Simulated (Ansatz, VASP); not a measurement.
**One calculation of Al3GaN4, two programs**

INCAR

```
  PREC = Accurate
  ENCUT = 520
  EDIFF = 1E-6
  ISMEAR = 0
  SIGMA = 0.05
  LREAL = F
  LASPH = T
  NELM = 80
  ALGO = Normal
  ISIF = 2
  LWAVE = F
  LCHARG = F
  GGA = PS
  NBANDS = 31
```

File KPOINTS:

```
Automatic mesh
0
Gamma
  6 8 4
```

The input POSCAR:

```
Al3GaN4
1.0
    5.0434079743      0.0000000000      0.0001149899
    0.0000000000      3.1300738979      0.0000000000
   -0.0032362578      0.0000000000      5.4179919454
Al Ga N
3 1 4
Direct
    0.4760346778      0.5000000000      0.1512162306
    0.0009207031      0.5000000000      0.8348055926
    0.0010880657      0.0000000000      0.3316926346
    0.4994217128      0.0000000000      0.6662009018
    0.1111724737      0.0000000000      0.6663292504
    0.1224543244      0.5000000000      0.1671578642
    0.6251234792      0.5000000000      0.8401923549
    0.6231881982      0.0000000000      0.3262928352
```

Input for Ansatz:

```yaml
crystal:
  lattice:
    - [5.0434079743, 0.0, 0.0001149899]
    - [0.0, 3.1300738979, 0.0]
    - [-0.0032362578, 0.0, 5.4179919454]
  atoms:
    - { symbol: Al, position: [0.4760346778, 0.5, 0.1512162306] }
    - { symbol: Al, position: [0.0009207031, 0.5, 0.8348055926] }
    - { symbol: Al, position: [0.0010880657, 0.0, 0.3316926346] }
    - { symbol: Ga, position: [0.4994217128, 0.0, 0.6662009018] }
    - { symbol: "N", position: [0.1111724737, 0.0, 0.6663292504] }
    - { symbol: "N", position: [0.1224543244, 0.5, 0.1671578642] }
    - { symbol: "N", position: [0.6251234792, 0.5, 0.8401923549] }
    - { symbol: "N", position: [0.6231881982, 0.0, 0.3262928352] }
basis:
  ecutwfc: 420
kpoints:
  mp_grid: { grid: [6, 8, 4] }
hamiltonian:
  xc: pbesol
scf:
  occupations: { method: gaussian, width: 0.05 }
output:
  forces: true
  stress: true
  eigenvalues: true
```

Alike in both runs: task single point; functional PBEsol; k mesh 6 × 8 × 4; occupations gaussian, width 0.05 eV; no spin polarisation.

```csv
,VASP,Ansatz
version,VASP 6.6.1,Ansatz 0.2.0
potentials or method,"VASP PAW PBE potentials, release 64 (Al, Ga_d, N), cutoff 520 eV","scalar-relativistic, plane waves, PAW"
valence electrons in the cell,42,42
```

```csv
,VASP,Ansatz,Ansatz less VASP
gap on the k mesh at the Fermi level (eV),3.21,3.20,-0.017
least direct gap on the mesh (eV),3.21,3.20,-0.017
pressure (GPa),0.8,0.8,+0.06
"traceless stress, the component that is largest in VASP (GPa)",3.25,3.17,-0.078
rms of the force components (eV/Å),0.801,0.795,-0.0058
```

VASP's potentials were made for PBE, not for PBEsol. Atom by atom the forces differ by 0.008 eV/Å (rms over components).
